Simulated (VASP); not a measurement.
**PbS (Galena): single point with PBEsol+D4**

PbS (Galena):

```xyz
2
Lattice="0.0000 2.9298 2.9298 2.9298 0.0000 2.9298 2.9298 2.9298 0.0000" Properties=species:S:1:pos:R:3 pbc="T T T"
Pb    0.0000    0.0000    0.0000
S     2.9298    2.9298    2.9298
```

| Quantity | Value |
| --- | --- |
| Program | VASP 6.6.1 |
| Task | single point |
| Functional | PBEsol |
| Dispersion | D4 |
| Potentials or basis | VASP PAW PBE potentials, release 64 (Pb_d, S) |
| Cutoff | 520 eV |
| k mesh | 8 × 8 × 8 |
| Occupations | fermi-dirac, width 0.05 eV |
| Spin | no spin polarisation |

| Quantity | Value |
| --- | --- |
| Pressure | -0.1 GPa |
| Band gap on the k mesh | 0.11 eV, direct |
| Dispersion energy per atom | -0.227 eV |

Levels at points of the mesh, in eV from the valence-band top:
| k point | band 8 | band 9 | band 10 | band 11 | band 12 | band 13 |
| --- | --- | --- | --- | --- | --- | --- |
| (0.00, 0.00, 0.00) | -2.40 | -2.40 | -2.40 | 5.22 | 5.22 | 5.22 |
| (0.50, 0.00, 0.00) | -1.97 | -1.97 | 0.00 | 0.11 | 1.77 | 1.77 |
| (0.50, 0.50, 0.00) | -5.62 | -3.76 | -3.76 | 3.51 | 5.60 | 5.74 |

Run time: 9.8 s on 1 thread of Intel(R) Xeon(R) 6975P-C (Granite Rapids), with other jobs on the host, peak memory 0.18 GiB.

Caveat: the PAW data sets were made with another functional, which shifts forces and pressure a little; spin-orbit coupling is left out, which moves the levels of the heavy elements. A k mesh can miss the band edges.
